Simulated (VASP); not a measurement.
# KBr (rock salt type): single point with HSE06

KBr (rock salt type):

```
K Br
1.0
     0.00000    3.29321    3.29321
     3.29321    0.00000    3.29321
     3.29321    3.29321    0.00000
K Br
1 1
Direct
  0.00000 0.00000 0.00000
  0.50000 0.50000 0.50000
```

* Program: VASP 6.6.1
* Task: single point
* Functional: HSE06
* Potentials or basis: VASP PAW PBE potentials, release 64 (K_sv, Br)
* Cutoff: 520 eV
* k mesh: 4 × 4 × 4
* Occupations: fermi-dirac, width 0.05 eV
* Spin: no spin polarisation
* Dipole correction: no
* Grid for exact exchange (PRECFOCK): Normal
* Further INCAR settings: ALGO = Normal; EDIFF = 1e-06; NBANDS = 15
* Share of exact exchange: 0.25
* Screening parameter: 0.2079 1/Å

| Quantity | Value |
| --- | --- |
| Pressure | 0.6 GPa |
| Band gap on the k mesh | 5.62 eV |

Levels at points of the mesh, in eV from the valence-band top:
```
           k point  band 4  band 5  band 6  band 7  band 8  band 9  band 10  band 11  band 12  band 13
(0.00, 0.00, 0.00)  -12.08  -12.08    0.00    0.00    0.00    5.62     8.97     8.97     8.97     9.93
(0.50, 0.00, 0.00)  -12.08  -11.81   -1.24   -0.35   -0.35    7.76     9.62    11.40    11.40    11.41
(0.50, 0.50, 0.00)  -12.12  -12.12   -0.87   -0.31   -0.31    7.06     8.51    10.82    10.99    11.34
```

Run time: 7.3 min on 1 thread of Intel(R) Xeon(R) Platinum 8259CL CPU @ 2.50GHz (Skylake/Cascade Lake), on a shared host, peak memory 0.32 GiB.

Caveat: the PAW data sets were made with another functional, which shifts forces and pressure a little.
